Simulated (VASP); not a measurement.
# ZnF2 (P4_2/mnm) in VASP: settings compared

The runs below take ZnF2 through single point, with PBE, r2SCAN.

Everything below comes from runs of VASP 6.6.1. Logs are shortened: lines on timing, memory, paths and dates and some standing lists are left out, and cuts for length are marked.

## Step 1: The cell of the first run

The structure is tetragonal, space group P4_2/mnm (No. 136). The conventional cell has a = 4.703 Å, b = 4.703 Å, c = 3.127 Å, α = 90.00°, β = 90.00°, γ = 90.00°. Zn (site symmetry mmm) has 6 F at 2.02 to 2.04 Å within 2.7 Å. F (site symmetry m2m) has 3 Zn at 2.02 to 2.04 Å and 1 F at 2.62 Å within 2.7 Å.

## Step 2: Single point, PBE

INCAR reads:

```
  PREC = Accurate
  ENCUT = 600
  EDIFF = 1E-6
  ISMEAR = 0
  SIGMA = 0.01
  LREAL = F
  LASPH = T
  NELM = 120
  ALGO = Normal
  ISIF = 2
  LWAVE = F
  LCHARG = F
  GGA = PE
  NBANDS = 35
  GGA_COMPAT = F
```

KPOINTS reads:

```
Automatic mesh
0
Gamma
  6 6 8
```

POSCAR reads:

```
ZnF2
1.0
    4.7033622542      0.0000000000      0.0000000000
    0.0000000000      4.7033622542      0.0000000000
    0.0000000000      0.0000000000      3.1267882547
Zn F
2 4
Direct
    0.0000000000      0.0000000000      0.0000000000
    0.5000000000      0.5000000000      0.5000000000
    0.3031905511      0.3031905511      0.0000000000
    0.1968094489      0.8031905511      0.5000000000
    0.6968094489      0.6968094489      0.0000000000
    0.8031905511      0.1968094489      0.5000000000
```

Potentials or basis: VASP PAW PBE potentials, release 64 (Zn, F).

Launch:

```console
> cat potpaw_PBE.64/Zn/POTCAR potpaw_PBE.64/F/POTCAR > POTCAR
> mpirun -np 1 vasp_std > vasp.out
```

OUTCAR:

```text
PREC = Accurate
   ENCUT = 600
   EDIFF = 1E-6
   ISMEAR = 0
   LREAL = F
   LASPH = T
   NELM = 120
   ISIF = 2
   GGA = PE

 ion  position               nearest neighbor table
   1  0.000  0.000  0.000-   3 2.02   5 2.02   4 2.04   6 2.04   4 2.04   6 2.04
   2  0.500  0.500  0.500-   4 2.02   6 2.02   5 2.04   3 2.04   3 2.04   5 2.04
   3  0.303  0.303  0.000-   1 2.02   2 2.04   2 2.04
   4  0.197  0.803  0.500-   2 2.02   1 2.04   1 2.04
   5  0.697  0.697  0.000-   1 2.02   2 2.04   2 2.04
   6  0.803  0.197  0.500-   2 2.02   1 2.04   1 2.04

  LATTYP: Found a simple tetragonal cell.
 ALAT       =     4.7033622542
 C/A-ratio  =     0.6647985177

  Lattice vectors:

 A1 = (   4.7033622542,   0.0000000000,   0.0000000000)
 A2 = (   0.0000000000,   4.7033622542,   0.0000000000)
 A3 = (   0.0000000000,   0.0000000000,   3.1267882547)

Analysis of symmetry for initial positions (statically):
=====================================================================
 Subroutine PRICEL returns:
 Original cell was already a primitive cell.

 Routine SETGRP: Setting up the symmetry group for a
 simple tetragonal supercell.

 Subroutine GETGRP returns: Found 16 space group operations
 (whereof  8 operations were pure point group operations)
 out of a pool of 16 trial point group operations.

The static configuration has the point symmetry D_2h.
 The point group associated with its full space group is D_4h.

Analysis of symmetry for dynamics (positions and initial velocities):
=====================================================================
 Subroutine PRICEL returns:
 Original cell was already a primitive cell.

 Routine SETGRP: Setting up the symmetry group for a
 simple tetragonal supercell.

 Subroutine GETGRP returns: Found 16 space group operations
 (whereof  8 operations were pure point group operations)
 out of a pool of 16 trial point group operations.

The dynamic configuration has the point symmetry D_2h.
 The point group associated with its full space group is D_4h.

 Subroutine INISYM returns: Found 16 space group operations
 (whereof  8 operations are pure point group operations),
 and found     1 'primitive' translations

----------------------------------------------------------------------------------------

                                     Primitive cell

  volume of cell :      69.1696

[... 97 lines left out ...]
   LREAL  =      F    real-space projection
   EDIFFG = 0.1E-04   stopping-criterion for IOM
   NSW    =      0    number of steps for IOM
   IBRION =     -1    ionic relax: 0-MD 1-quasi-New 2-CG
   NFREE  =      0    steps in history (QN), initial steepest desc. (CG)
   ISIF   =      2    stress and relaxation
   ISYM   =      2    0-nonsym 1-usesym 2-fastsym
   POTIM  = 0.5000    time-step for ionic-motion
   TEBEG  =    0.0;   TEEND  =   0.0 temperature during run
   PSTRESS=    0.0 pullay stress
   NELECT =      52.0000    total number of electrons
   NUPDOWN=      -1.0000    fix difference up-down
   EMIN   =  10.00;   EMAX   =-10.00  energy-range for DOS
   EFERMI =   0.00;   METHOD = LEGACY
   ISMEAR =     0;   SIGMA  =   0.01  broadening in eV -4-tet -1-fermi 0-gaus
   EFERMI_NEDOS =   21; number of points for ismear=-14 and -15
   IALGO  =     38    algorithm
   IMIX   =      4    mixing-type and parameters
     AMIX     =   0.40;   BMIX     =  1.00
     AMIX_MAG =   1.60;   BMIX_MAG =  1.00
  volume/ion in A,a.u.               =      11.53        77.80
  Fermi-wavevector in a.u.,A,eV,Ry     =   1.488575  2.813000 30.148561  2.215857
  Thomas-Fermi vector in A             =   2.601593
   LORBIT       =      0    0 simple, 1 ext, 2 COOP (PROOUT), +10 PAW based schemes
   GGA     = PE    functional components
   LHFCALC =     F    Hartree Fock is set to
   AEXX    =    0.0000 exact exchange contribution
   IVDW    =     0    specifies the selected vdW correction
   LEPSILON=     F    determine dielectric tensor
   LRPA    =     F    only Hartree local field effects (RPA)
 non-spin polarized calculation
 Gauss-broadening in eV      SIGMA  =   0.01
  energy-cutoff  :      600.00
  volume of cell :       69.17
 maximum number of plane-waves:      2338
 NGX is ok and might be reduce to    40
   NGX = 19   NGY = 19   NGZ = 13

 number of electron      52.0000011 magnetization

 Free energy of the ion-electron system (eV)
  ---------------------------------------------------
  ext. energy  EPLUGINS =         0.00000000
  ---------------------------------------------------
  free energy    TOTEN  =       -23.15608803 eV

  energy without entropy =      -23.15608803  energy(sigma->0) =      -23.15608803

 E-fermi :  -1.0074     XC(G=0): -10.2905

 val. band max:       -1.0901322114   @ k =   0.0000   0.0000   0.0000
 cond. band min:       2.4173914202   @ k =   0.0000   0.0000   0.0000
 fundamental gap:      3.5075236316
 Fermi energy:        -1.0073785796

 k-point     1 :       0.0000    0.0000    0.0000
  band No.  band energies     occupation
      1     -23.0151      2.00000
      2     -22.2363      2.00000
      3     -22.2363      2.00000
      4     -22.1996      2.00000
      5      -7.3723      2.00000
      6      -6.4755      2.00000
[... 901 lines left out ...]
     34      13.1265      0.00000
     35      15.2038      0.00000

 [... further k-points ...]

------------------------ aborting loop because EDIFF is reached ----------------------------------------

  FORCE on cell =-STRESS in cart. coord.  units (eV):
  Direction    XX          YY          ZZ          XY          YZ          ZX
  --------------------------------------------------------------------------------------
  -------------------------------------------------------------------------------------
  Total        2.8625897      2.8625897      3.3665805     -0.0000000      0.0000000      0.0000000
  in kB       66.3062336     66.3062336     77.9801842     -0.0000000      0.0000000      0.0000000
  external PRESSURE =      70.1975505 kB  Pullay stress =       0.0000000 kB

 VOLUME and BASIS-vectors are now :
 -----------------------------------------------------------------------------
  energy-cutoff  :      600.00
  volume of cell :       69.17
      direct lattice vectors                 reciprocal lattice vectors
     4.703362254  0.000000000  0.000000000     0.212613859  0.000000000  0.000000000
     0.000000000  4.703362254  0.000000000     0.000000000  0.212613859  0.000000000
     0.000000000  0.000000000  3.126788255     0.000000000  0.000000000  0.319816987

 POSITION                                       TOTAL-FORCE (eV/Angst)
 -----------------------------------------------------------------------------------
      0.00000      0.00000      0.00000        -0.000000      0.000000     -0.000000
      2.35168      2.35168      1.56339        -0.000000      0.000000     -0.000000
      1.42601      1.42601      0.00000        -0.030488     -0.030488      0.000000
      0.92567      3.77770      1.56339         0.030488     -0.030488     -0.000000
      3.27735      3.27735      0.00000         0.030488      0.030488     -0.000000
      3.77770      0.92567      1.56339        -0.030488      0.030488     -0.000000
 -----------------------------------------------------------------------------------
    total drift:                               -0.000000      0.000000     -0.000000

  FREE ENERGIE OF THE ION-ELECTRON SYSTEM (eV)
  ---------------------------------------------------
  free  energy   TOTEN  =       -23.1560880338 eV

  energy  without entropy=      -23.1560880338  energy(sigma->0) =      -23.15608803
```

OSZICAR:

```text
N       E                     dE             d eps       ncg     rms          rms(c)
DAV:   1     0.648740262609E+03    0.64874E+03   -0.29332E+04  3554   0.225E+03
DAV:   2     0.547559484308E+02   -0.59398E+03   -0.55669E+03  3727   0.539E+02
DAV:   3    -0.237307338522E+02   -0.78487E+02   -0.77620E+02  3848   0.194E+02
DAV:   4    -0.258909343421E+02   -0.21602E+01   -0.21543E+01  4177   0.339E+01
DAV:   5    -0.259057113488E+02   -0.14777E-01   -0.14774E-01  3952   0.293E+00    0.143E+01
DAV:   6    -0.230865870717E+02    0.28191E+01   -0.59527E+00  5101   0.417E+01    0.858E+00
DAV:   7    -0.231862148776E+02   -0.99628E-01   -0.19875E+00  3650   0.951E+00    0.522E+00
DAV:   8    -0.231970119530E+02   -0.10797E-01   -0.40737E-01  5247   0.126E+01    0.151E+00
DAV:   9    -0.231539671805E+02    0.43045E-01   -0.15868E-01  5411   0.134E+01    0.357E-01
DAV:  10    -0.231562592930E+02   -0.22921E-02   -0.28127E-02  4216   0.170E+00    0.192E-01
DAV:  11    -0.231560302498E+02    0.22904E-03   -0.19663E-03  5182   0.531E-01    0.528E-02
DAV:  12    -0.231560825649E+02   -0.52315E-04   -0.22183E-04  4143   0.415E-01    0.247E-02
DAV:  13    -0.231560878189E+02   -0.52539E-05   -0.17854E-04  3820   0.101E-01    0.817E-03
DAV:  14    -0.231560880338E+02   -0.21492E-06   -0.68626E-06  3927   0.440E-02
   1 F= -.23156088E+02 E0= -.23156088E+02  d E =-.355497E-34
```

stdout:

```text
POSCAR found type information on POSCAR ZnF
 POSCAR found :  2 types and       6 ions
 scaLAPACK will be used
 LDA part: xc-table for (Slater+PW92), standard interpolation
 POSCAR, INCAR and KPOINTS ok, starting setup
 FFT: planning ... GRIDC
 FFT: planning ... GRID_SOFT
 FFT: planning ... GRID
 WAVECAR not read
 entering main loop
```

It took 1.9 min on 1 thread of Intel Xeon Platinum 8259CL at 2.50GHz (Skylake/Cascade Lake), shared host; peak memory 0.27 GiB.

What came out:

| Property | Result |
| --- | --- |
| Free energy | -23.1561 eV |
| Pressure | 7.0 GPa |
| Largest force | 0.043 eV/Å |
| Band gap on the k mesh | 3.51 eV |

Forces on the atoms (eV/Å):
```
Zn   0.000  0.000  0.000
Zn   0.000  0.000  0.000
F   -0.030 -0.030  0.000
F    0.030 -0.030  0.000
F    0.030  0.030  0.000
F   -0.030  0.030  0.000
```

Caveat: the cell stands under pressure. A k mesh can miss the band edges.

## Step 3: Single point, r2SCAN

POSCAR is that of step 2.

INCAR.step1 reads:

```
SYSTEM = ZnF2
PREC = Accurate ; ENCUT = 660
ISMEAR = 0 ; SIGMA = 0.01
LREAL = .FALSE. ; LASPH = .TRUE.
NELM = 120 ; NBANDS = 35
GGA = PE ; ALGO = Normal
EDIFF = 1E-5 ; LWAVE = .TRUE.
LCHARG = .FALSE. ; GGA_COMPAT = .FALSE.
```

INCAR.step2 reads:

```
SYSTEM = ZnF2
PREC = Accurate ; ENCUT = 660
EDIFF = 1E-6 ; ISMEAR = 0
SIGMA = 0.01 ; LREAL = .FALSE.
LASPH = .TRUE. ; NELM = 120
ALGO = Normal ; ISIF = 2
LWAVE = .FALSE. ; LCHARG = .FALSE.
METAGGA = R2SCAN ; LMIXTAU = .TRUE.
NBANDS = 35 ; ISTART = 1
GGA_COMPAT = .FALSE.
```

KPOINTS reads:

```
regular mesh
0
G
  6 6 8
  0 0 0
```

Potentials or basis: VASP PAW PBE potentials, release 64 (Zn, F).

Launch:

```console
> cat potpaw_PBE.64/Zn/POTCAR potpaw_PBE.64/F/POTCAR > POTCAR
> cp INCAR.step1 INCAR
> mpirun -np 1 vasp_std > vasp.out
> cp INCAR.step2 INCAR
> mpirun -np 1 vasp_std > vasp.out
```

Run time: 6.8 min. Hardware: 1 thread of Intel Xeon Platinum 8259CL at 2.50GHz (Skylake/Cascade Lake), shared host; peak memory 0.3 GiB.

It converged, with:

| Item | Value |
| --- | --- |
| Free energy | -45.6869 eV |
| Pressure | 0.3 GPa |
| Largest force | 0.015 eV/Å |
| Band gap on the k mesh | 4.22 eV |

Forces on the atoms (eV/Å):
```
Zn   0.000  0.000  0.000
Zn   0.000  0.000  0.000
F   -0.010 -0.010  0.000
F    0.010 -0.010  0.000
F    0.010  0.010  0.000
F   -0.010  0.010  0.000
```

Stress tensor (GPa, compression positive):
```
0.25 0.00 0.00
0.00 0.25 0.00
0.00 0.00 0.49
```

Levels at points of the mesh, in eV from the valence-band top:
| k point | band 23 | band 24 | band 25 | band 26 | band 27 | band 28 | band 29 | band 30 |
| --- | --- | --- | --- | --- | --- | --- | --- | --- |
| (0.00, 0.00, 0.00) | -1.35 | -0.37 | -0.37 | 0.00 | 4.22 | 10.26 | 10.43 | 10.43 |
| (0.50, 0.00, 0.00) | -0.67 | -0.67 | -0.46 | -0.46 | 6.84 | 6.84 | 11.35 | 11.35 |
| (0.50, 0.50, 0.00) | -1.37 | -1.37 | -0.39 | -0.39 | 7.84 | 7.84 | 9.88 | 9.88 |
| (0.00, 0.00, 0.50) | -1.29 | -1.29 | -1.25 | -1.25 | 9.12 | 9.12 | 12.81 | 12.81 |
| (0.50, 0.00, 0.50) | -1.43 | -1.43 | -0.07 | -0.07 | 9.69 | 9.69 | 11.16 | 11.16 |
| (0.50, 0.50, 0.50) | -1.25 | -1.25 | -0.81 | -0.81 | 9.03 | 9.03 | 12.23 | 12.23 |

Caveat: the PAW data sets were made with another functional, which shifts forces and pressure a little. A k mesh can miss the band edges.

(Continued in part 2 of 2.)
